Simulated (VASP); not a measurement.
# Te2Mo (P6_3/mmc) in VASP: a series of runs

Te2Mo is run at these levels: PBE+D4; tasks: single point, relaxation of cell and atoms.

Program: VASP 6.6.1. These are calculated values, not measurements. Logs are shortened: lines on timing, memory, paths and dates and some standing lists are left out, and cuts for length are marked.

**Experimental background.**

“Broadband infrared study of pressure-tunable Fano resonance and metallization transition in 2H-MoTe2”, 2022, pmc:9569381 quotes, for a bulk crystal of Te2Mo at 300 K: band gap 0.88 ± 0.05 eV (indirect).

How close the calculation comes is told below.

## 1. The cell of the first run

Symmetry: P6_3/mmc, No. 194, hexagonal system. The conventional cell has a = 3.501 Å, b = 3.501 Å, c = 13.735 Å, α = 90.00°, β = 90.00°, γ = 120.00°. Within 3.9 Å of Te (site symmetry 3m) lie 3 Mo at 2.72 Å and 10 Te at 3.50 to 3.82 Å. Mo (site symmetry -6m2) has 6 Te at 2.72 Å and 6 Mo at 3.50 Å within 3.6 Å.

## 2. Single point, PBE+D4

INCAR reads:

```
SYSTEM = Te2Mo
PREC = Accurate
ENCUT = 520
EDIFF = 1E-7
ISMEAR = 0
SIGMA = 0.02
LREAL = .False.
LASPH = .True.
NELM = 100
ALGO = Normal
ISIF = 2
LWAVE = .False.
LCHARG = .False.
GGA = PE
IVDW = 13
NBANDS = 35
```

KPOINTS reads:

```
regular mesh
0
Gamma
  9 9 2
  0 0 0
```

POSCAR reads:

```
Te2Mo
1.0
    3.5012935308      0.0000000000      0.0000000000
   -1.7506467654      3.0322091437      0.0000000000
    0.0000000000      0.0000000000     13.7347029314
Te Mo
4 2
Direct
    0.3333333333      0.6666666667      0.6178146883
    0.6666666667      0.3333333333      0.1178146883
    0.3333333333      0.6666666667      0.8821853117
    0.6666666667      0.3333333333      0.3821853117
    0.3333333333      0.6666666667      0.2500000000
    0.6666666667      0.3333333333      0.7500000000
```

Potentials or basis: VASP PAW PBE potentials, release 64 (Te, Mo_sv).

On the command line:

```bash
$ cat potpaw_PBE.64/Te/POTCAR potpaw_PBE.64/Mo_sv/POTCAR > POTCAR
$ mpirun -np 1 vasp_std > vasp.out
```

OUTCAR:

```text
SYSTEM = Te2Mo
   PREC = Accurate
   ENCUT = 520
   EDIFF = 1E-7
   ISMEAR = 0
   LREAL = .False.
   LASPH = .True.
   NELM = 100
   ISIF = 2
   GGA = PE
   IVDW = 13

 ion  position               nearest neighbor table
   1  0.333  0.667  0.618-   6 2.72   6 2.72   6 2.72   3 3.63
   2  0.667  0.333  0.118-   5 2.72   5 2.72   5 2.72   4 3.63
   3  0.333  0.667  0.882-   6 2.72   6 2.72   6 2.72   1 3.63
   4  0.667  0.333  0.382-   5 2.72   5 2.72   5 2.72   2 3.63
   5  0.333  0.667  0.250-   2 2.72   4 2.72   2 2.72   4 2.72   2 2.72   4 2.72
   6  0.667  0.333  0.750-   1 2.72   3 2.72   1 2.72   3 2.72   1 2.72   3 2.72

  LATTYP: Found a hexagonal cell.
 ALAT       =     3.5012935308
 C/A-ratio  =     3.9227510663

  Lattice vectors:

 A1 = (   3.5012935308,   0.0000000000,   0.0000000000)
 A2 = (  -1.7506467654,   3.0322091437,   0.0000000000)
 A3 = (   0.0000000000,   0.0000000000,  13.7347029314)

Analysis of symmetry for initial positions (statically):
=====================================================================
 Subroutine PRICEL returns:
 Original cell was already a primitive cell.

 Routine SETGRP: Setting up the symmetry group for a
 hexagonal supercell.

 Subroutine GETGRP returns: Found 24 space group operations
 (whereof 12 operations were pure point group operations)
 out of a pool of 24 trial point group operations.

The static configuration has the point symmetry D_3d.
 The point group associated with its full space group is D_6h.

Analysis of symmetry for dynamics (positions and initial velocities):
=====================================================================
 Subroutine PRICEL returns:
 Original cell was already a primitive cell.

 Routine SETGRP: Setting up the symmetry group for a
 hexagonal supercell.

 Subroutine GETGRP returns: Found 24 space group operations
 (whereof 12 operations were pure point group operations)
 out of a pool of 24 trial point group operations.

The dynamic configuration has the point symmetry D_3d.
 The point group associated with its full space group is D_6h.

 Subroutine INISYM returns: Found 24 space group operations
 (whereof 12 operations are pure point group operations),
 and found     1 'primitive' translations

----------------------------------------------------------------------------------------

                                     Primitive cell

  volume of cell :     145.8166
[... 98 lines left out ...]
   EDIFFG = 0.1E-05   stopping-criterion for IOM
   NSW    =      0    number of steps for IOM
   IBRION =     -1    ionic relax: 0-MD 1-quasi-New 2-CG
   NFREE  =      0    steps in history (QN), initial steepest desc. (CG)
   ISIF   =      2    stress and relaxation
   ISYM   =      2    0-nonsym 1-usesym 2-fastsym
   POTIM  = 0.5000    time-step for ionic-motion
   TEBEG  =    0.0;   TEEND  =   0.0 temperature during run
   PSTRESS=    0.0 pullay stress
   NELECT =      52.0000    total number of electrons
   NUPDOWN=      -1.0000    fix difference up-down
   EMIN   =  10.00;   EMAX   =-10.00  energy-range for DOS
   EFERMI =   0.00;   METHOD = LEGACY
   ISMEAR =     0;   SIGMA  =   0.02  broadening in eV -4-tet -1-fermi 0-gaus
   EFERMI_NEDOS =   21; number of points for ismear=-14 and -15
   IALGO  =     38    algorithm
   IMIX   =      4    mixing-type and parameters
     AMIX     =   0.40;   BMIX     =  1.00
     AMIX_MAG =   1.60;   BMIX_MAG =  1.00
  volume/ion in A,a.u.               =      24.30       164.00
  Fermi-wavevector in a.u.,A,eV,Ry     =   1.160932  2.193844 18.337446  1.347764
  Thomas-Fermi vector in A             =   2.297510
   LORBIT       =      0    0 simple, 1 ext, 2 COOP (PROOUT), +10 PAW based schemes
   GGA     = PE    functional components
   LHFCALC =     F    Hartree Fock is set to
   AEXX    =    0.0000 exact exchange contribution
   IVDW    =    13    specifies the selected vdW correction
   LEPSILON=     F    determine dielectric tensor
   LRPA    =     F    only Hartree local field effects (RPA)
 non-spin polarized calculation
 Gauss-broadening in eV      SIGMA  =   0.02
  energy-cutoff  :      520.00
  volume of cell :      145.82
 maximum number of plane-waves:      4000
 NGX is ok and might be reduce to    28
   NGX = 13   NGY = 13   NGZ = 51

 number of electron      51.9999998 magnetization

 Free energy of the ion-electron system (eV)
  ---------------------------------------------------
  ext. energy  EPLUGINS =         0.00000000
  ---------------------------------------------------
  free energy    TOTEN  =       -35.92342566 eV

  energy without entropy =      -35.92342566  energy(sigma->0) =      -35.92342566

 E-fermi :   8.6515     XC(G=0): -10.6103

 val. band max:        8.5560513360   @ k =   0.0000   0.0000   0.0000
 cond. band min:       9.2366771065   @ k =   0.2222   0.2222   0.0000
 fundamental gap:      0.6806257705
 Fermi energy:         8.6515239438

 k-point     1 :       0.0000    0.0000    0.0000
  band No.  band energies     occupation
      1     -52.2968      2.00000
      2     -52.2968      2.00000
      3     -26.4713      2.00000
      4     -26.4712      2.00000
      5     -26.3338      2.00000
      6     -26.3338      2.00000
[... 901 lines left out ...]
     34      12.1179      0.00000
     35      13.5146      0.00000

------------------------ aborting loop because EDIFF is reached ----------------------------------------

  DFT-D4 for vdW energy calculation

  Edisp (eV):   -3.44159

  FORCE on cell =-STRESS in cart. coord.  units (eV):
  Direction    XX          YY          ZZ          XY          YZ          ZX
  --------------------------------------------------------------------------------------
  -------------------------------------------------------------------------------------
  Total      -0.02145    -0.02145     0.05563     0.00000    -0.00000     0.00000
  in kB      -0.23573    -0.23573     0.61121     0.00000    -0.00000     0.00000
  external pressure =        0.05 kB  Pullay stress =        0.00 kB

 VOLUME and BASIS-vectors are now :
 -----------------------------------------------------------------------------
  energy-cutoff  :      520.00
  volume of cell :      145.82
      direct lattice vectors                 reciprocal lattice vectors
     3.501293531  0.000000000  0.000000000     0.285608730  0.164896277  0.000000000
    -1.750646765  3.032209144  0.000000000     0.000000000  0.329792555  0.000000000
     0.000000000  0.000000000 13.734702931     0.000000000  0.000000000  0.072808273

 POSITION                                       TOTAL-FORCE (eV/Angst)
 -----------------------------------------------------------------------------------
     -0.00000      2.02147      8.48550        -0.000000      0.000000     -0.007614
      1.75065      1.01074      1.61815         0.000000     -0.000000     -0.007614
     -0.00000      2.02147     12.11655        -0.000000     -0.000000      0.007614
      1.75065      1.01074      5.24920         0.000000     -0.000000      0.007614
     -0.00000      2.02147      3.43368        -0.000000      0.000000      0.000000
      1.75065      1.01074     10.30103        -0.000000     -0.000000      0.000000
 -----------------------------------------------------------------------------------
    total drift:                                0.000000     -0.000000      0.000000

  FREE ENERGIE OF THE ION-ELECTRON SYSTEM (eV)
  ---------------------------------------------------
  free  energy   TOTEN  =       -39.3650171807 eV

  energy  without entropy=      -39.3650171807  energy(sigma->0) =      -39.36501718
```

It took 2.6 min on 1 thread of AMD EPYC 7R13 (Zen 3), shared host; peak memory 0.3 GiB.

Results:

```
Free energy                : -39.3650 eV
Pressure                   : 0.0 GPa
Largest force              : 0.008 eV/Å
Band gap on the k mesh     : 0.68 eV (least direct gap 1.07 eV)
Dispersion energy per atom : -0.574 eV
```

Forces in eV/Å, atoms in the order of the input:
```
Te   0.000  0.000 -0.008
Te   0.000  0.000 -0.008
Te   0.000  0.000  0.008
Te   0.000  0.000  0.008
Mo   0.000  0.000  0.000
Mo   0.000  0.000  0.000
```

Stress tensor (GPa, compression positive):
```
-0.02  0.00  0.00
 0.00 -0.02  0.00
 0.00  0.00  0.06
```

Caveat: spin-orbit coupling is left out, which moves the levels of the heavy elements.

## 3. Relaxation of cell and atoms, PBE+D4

This run uses another cell than the first one, of 24.96 Å³/atom.

INCAR reads:

```
SYSTEM = Te2Mo
PREC = Accurate
ENCUT = 600
EDIFF = 1E-6
ISMEAR = 0
SIGMA = 0.02
LREAL = .FALSE.
LASPH = .TRUE.
NELM = 100
ALGO = Normal
ISIF = 3
LWAVE = .FALSE.
LCHARG = .FALSE.
GGA = PE
IVDW = 13
IBRION = 2
NSW = 100
EDIFFG = -0.002
```

KPOINTS reads:

```
regular mesh
0
G
  9 9 2
  0 0 0
```

POSCAR reads:

```
Te2Mo
1.0
    3.5182000000      0.0000000000      0.0000000000
   -1.7591000000      3.0468505756      0.0000000000
    0.0000000000      0.0000000000     13.9736000000
Te Mo
4 2
Direct
    0.3333333333      0.6666666667      0.6210000000
    0.6666666667      0.3333333333      0.1210000000
    0.3333333333      0.6666666667      0.8790000000
    0.6666666667      0.3333333333      0.3790000000
    0.3333333333      0.6666666667      0.2500000000
    0.6666666667      0.3333333333      0.7500000000
```

Potentials or basis: VASP PAW PBE potentials, release 64 (Te, Mo_sv).

On the command line:

```bash
$ cat potpaw_PBE.64/Te/POTCAR potpaw_PBE.64/Mo_sv/POTCAR > POTCAR
$ mpirun -np 1 vasp_std > vasp.out
```

Run time: 20 min. Hardware: 1 thread of AMD EPYC 7R13 (Zen 3), shared host; peak memory 0.34 GiB.

It converged, with:

- Free energy: -39.3660 eV
- Relaxed volume: 24.28 Å³/atom
- Relaxed cell: a = 3.500 Å, b = 3.500 Å, c = 13.731 Å, α = 90.00°, β = 90.00°, γ = 120.00°
- Space group after relaxing (to 0.1 Å): P6_3/mmc (No. 194)
- Energy gained by relaxing: 3.1 meV/atom
- Ionic steps: 17
- Pressure after relaxing: 0.0 GPa
- Band gap on the k mesh: 0.68 eV (least direct gap 1.06 eV)
- Dispersion energy per atom: -0.574 eV

Step by step:
| step | energy change (eV) | largest force (eV/Å) | pressure (GPa) | volume (Å³) |
| --- | --- | --- | --- | --- |
| 1 | 0.0000 | 0.1633 | -0.41 | 149.79 |
| 2 | -0.0073 | 0.1277 | 0.00 | 148.42 |
| 3 | -0.0083 | 0.1126 | 0.17 | 147.82 |
| 4 | -0.0112 | 0.0045 | -0.40 | 147.95 |
| 5 | -0.0112 | 0.0168 | -0.46 | 147.97 |
| 6 | -0.0130 | 0.0143 | -0.41 | 147.67 |
| 7 | -0.0170 | 0.0080 | -0.25 | 146.79 |
| 8 | -0.0182 | 0.0020 | 0.14 | 145.03 |
| 9 | -0.0188 | 0.0009 | -0.02 | 145.80 |
| 10 | -0.0189 | 0.0010 | -0.02 | 145.76 |
| 11 | -0.0189 | 0.0008 | -0.01 | 145.71 |
| 12 | -0.0189 | 0.0005 | -0.02 | 145.69 |
| 13 | -0.0189 | 0.0032 | 0.03 | 145.62 |
| 14 | -0.0189 | 0.0021 | 0.03 | 145.65 |
| 15 | -0.0189 | 0.0009 | 0.05 | 145.67 |
| 16 | -0.0189 | 0.0004 | 0.04 | 145.68 |
| 17 | -0.0189 | 0.0009 | 0.01 | 145.68 |

Final structure:
```
CELL_PARAMETERS angstrom
3.50015 0.00000 0.00000
-1.75007 3.03122 0.00000
0.00000 0.00000 13.73103
ATOMIC_POSITIONS crystal
Te 0.33333 0.66667 0.61773
Te 0.66667 0.33333 0.11773
Te 0.33333 0.66667 0.88227
Te 0.66667 0.33333 0.38227
Mo 0.33333 0.66667 0.25000
Mo 0.66667 0.33333 0.75000
```

Levels at points of the mesh, in eV from the valence-band top:
| k point | band 22 | band 23 | band 24 | band 25 | band 26 | band 27 | band 28 | band 29 | band 30 | band 31 |
| --- | --- | --- | --- | --- | --- | --- | --- | --- | --- | --- |
| (0.00, 0.00, 0.00) | -1.06 | -1.01 | -1.01 | -0.19 | 0.00 | 2.87 | 2.87 | 3.05 | 3.05 | 3.07 |
| (0.00, 0.00, 0.50) | -1.04 | -1.04 | -1.04 | -0.05 | -0.05 | 2.91 | 2.91 | 2.91 | 2.91 | 3.28 |

Caveat: spin-orbit coupling is left out, which moves the levels of the heavy elements. Expect the measured gap to be larger: semilocal functionals such as PBE lack the derivative discontinuity.

## 4. Comparison with measurements

Step 2. Against the measured gap of Te2Mo, 0.88 eV (indirect; 300 K; quoted in “Broadband infrared study of pressure-tunable Fano resonance and metallization transition in 2H-MoTe2”, 2022, pmc:9569381), the calculated 0.68 eV is off by -0.20 eV. Spin-orbit coupling on Mo, Te is left out. The value is that of PBE+D4 on a finite k mesh, which can miss the band edges, without temperature or zero-point motion. Semilocal functionals fall short of measured gaps as a rule.
